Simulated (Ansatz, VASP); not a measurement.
# One calculation of Ta4C3, two programs

```
Ta C
1.0
    -3.10327    0.00000    0.00000
    -1.55164   -2.68751    0.00000
    -1.93955   -1.11980   10.16451
Ta C
4 3
Direct
  0.23135 0.23135 0.18937
  0.91749 0.91749 0.94263
  0.68604 0.68604 0.69810
  0.45507 0.45507 0.45244
  0.06982 0.06982 0.57703
  0.95304 0.95304 0.05730
  0.84239 0.84239 0.32287
```

Alike in both runs: task single point; functional PBEsol; k mesh 14 × 14 × 4; occupations gaussian, width 0.15 eV; no spin polarisation.

|  | VASP | Ansatz |
| --- | --- | --- |
| version | VASP 6.6.1 | Ansatz 0.2.0 |
| potentials or method | VASP PAW PBE potentials, release 64 (Ta_pv, C), cutoff 520 eV | scalar-relativistic, plane waves, PAW |
| valence electrons in the cell | 56 | 64 |

|  | VASP | Ansatz | Ansatz less VASP |
| --- | --- | --- | --- |
| gap on the k mesh at the Fermi level (eV) | none | none | - |
| rms of the force components (eV/Å) | 25.858 | 23.721 | -2.1369 |

VASP's potentials were made for PBE, not for PBEsol. Atom by atom the forces differ by 2.138 eV/Å (rms over components). A gap of «none» marks a metal or a gap that the smearing closes. VASP's potentials hold 56 valence electrons a cell and Ansatz's 64, so a difference there can come from the potentials and not from the codes.

Neither program's run includes spin-orbit coupling.
